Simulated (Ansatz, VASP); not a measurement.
# H in VASP and in Ansatz

File POSCAR:

```
H
1.0
   10.0000000000      0.0000000000      0.0000000000
    0.0000000000     10.0000000000      0.0000000000
    0.0000000000      0.0000000000     10.0000000000
H
2
Direct
    0.5000000000      0.5000000000      0.4610000000
    0.5000000000      0.5000000000      0.5390000000
```

The input INCAR.step1:

```
SYSTEM = H
PREC     = Accurate       ! precision mode
ENCUT    = 400            ! plane-wave cutoff, eV
EDIFF    = 1E-5           ! SCF threshold, eV
ISMEAR   = 0              ! smearing method
SIGMA    = 0.02           ! smearing width, eV
LREAL    = .False.        ! projectors in reciprocal space
LASPH    = .True.         ! aspherical terms in the spheres
NELM     = 120            ! most SCF steps
ALGO     = Normal         ! electronic algorithm
ISIF     = 2              ! what is computed and relaxed
LWAVE    = .True.         ! write WAVECAR
LCHARG   = .False.        ! write CHGCAR
GGA      = PE             ! functional
NBANDS   = 8              ! bands
GGA_COMPAT= .False.      
NELMDL   = -8
```

File INCAR.step2:

```
SYSTEM = H
PREC     = Accurate       ! precision mode
ENCUT    = 400            ! plane-wave cutoff, eV
EDIFF    = 1E-6           ! SCF threshold, eV
ISMEAR   = 0              ! smearing method
SIGMA    = 0.02           ! smearing width, eV
LREAL    = .False.        ! projectors in reciprocal space
LASPH    = .True.         ! aspherical terms in the spheres
NELM     = 120            ! most SCF steps
ALGO     = Normal         ! electronic algorithm
ISIF     = 2              ! what is computed and relaxed
LWAVE    = .False.        ! write WAVECAR
LCHARG   = .False.        ! write CHGCAR
GGA      = PE             ! functional
LHFCALC  = .True.         ! exact exchange
HFSCREEN = 0.2079         ! screening, 1/A
PRECFOCK = Normal       
ISTART   = 1            
NBANDS   = 8              ! bands
GGA_COMPAT= .False.
```

Contents of KPOINTS:

```
regular mesh
0
Gamma
  1 1 1
  0 0 0
```

Input for Ansatz:

```yaml
crystal:
  lattice:
    - [10.0, 0.0, 0.0]
    - [0.0, 10.0, 0.0]
    - [0.0, 0.0, 10.0]
  atoms:
    - { symbol: H, position: [0.5, 0.5, 0.461] }
    - { symbol: H, position: [0.5, 0.5, 0.539] }
scf:
  occupations: { method: gaussian, width: 0.02 }
output:
  stress: false
  eigenvalues: true
kpoints:
  mp_grid: { grid: [1, 1, 1] }
hamiltonian:
  xc: hse06
```

Alike in both runs: task single point; functional HSE06; k mesh 1 × 1 × 1; occupations gaussian, width 0.02 eV; no spin polarisation.

|  | VASP | Ansatz |
| --- | --- | --- |
| version | VASP 6.6.1 | Ansatz 0.2.0 |
| potentials or method | VASP PAW PBE potentials, release 64 (H) | scalar-relativistic, plane waves, PAW |
| plane-wave cutoff (eV) | 400 | 420 |
| valence electrons in the cell | 2 | 2 |

```tsv
	VASP	Ansatz	Ansatz less VASP
gap on the k mesh at the Fermi level (eV)	11.11	11.20	+0.092
```
